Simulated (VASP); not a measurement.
Wanted: the native input for a VASP 6.6.1 run.

* Task: single point
* Functional: PBE
* Potentials or basis: VASP PAW PBE potentials, release 64 (Si, C)
* Cutoff: 520 eV
* k mesh: 12 × 12 × 12
* Occupations: gaussian, width 0.05 eV
* Spin: no spin polarisation
* Dipole correction: no
* Further INCAR settings: ALGO = Normal; EDIFF = 1e-07; NBANDS = 11

The structure of SiC lies in POSCAR:

```
SiC
1.0
    0.0000000000      2.1772942362      2.1772942362
    2.1772942362      0.0000000000      2.1772942362
    2.2733854885      2.2733854885     -0.0960912523
Si C
1 1
Direct
    0.0000000000      0.0000000000      0.0000000000
    0.7500000000      0.7500000000      0.7500000000
```

The input as run:

INCAR

```
PREC = Accurate
ENCUT = 520
EDIFF = 1E-7
ISMEAR = 0
SIGMA = 0.05
LREAL = False
LASPH = True
NELM = 80
ALGO = Normal
ISIF = 2
LWAVE = False
LCHARG = False
GGA = PE
NBANDS = 11
```

KPOINTS

```
Automatic mesh
0
Gamma
  12 12 12
```

Potentials or basis: VASP PAW PBE potentials, release 64 (Si, C).

The run is started by

```bash
$ cat potpaw_PBE.64/Si/POTCAR potpaw_PBE.64/C/POTCAR > POTCAR
$ mpirun -np 1 vasp_std > vasp.out
```

It gave:

* Pressure: -8.0 GPa
* Largest force: 0.217 eV/Å
* Band gap on the k mesh: 1.23 eV, indirect (least direct gap 4.10 eV)

Wall time 28 s on 1 thread of Intel(R) Xeon(R) Platinum 8488C (Sapphire Rapids) (shared host), peak memory 0.16 GiB.
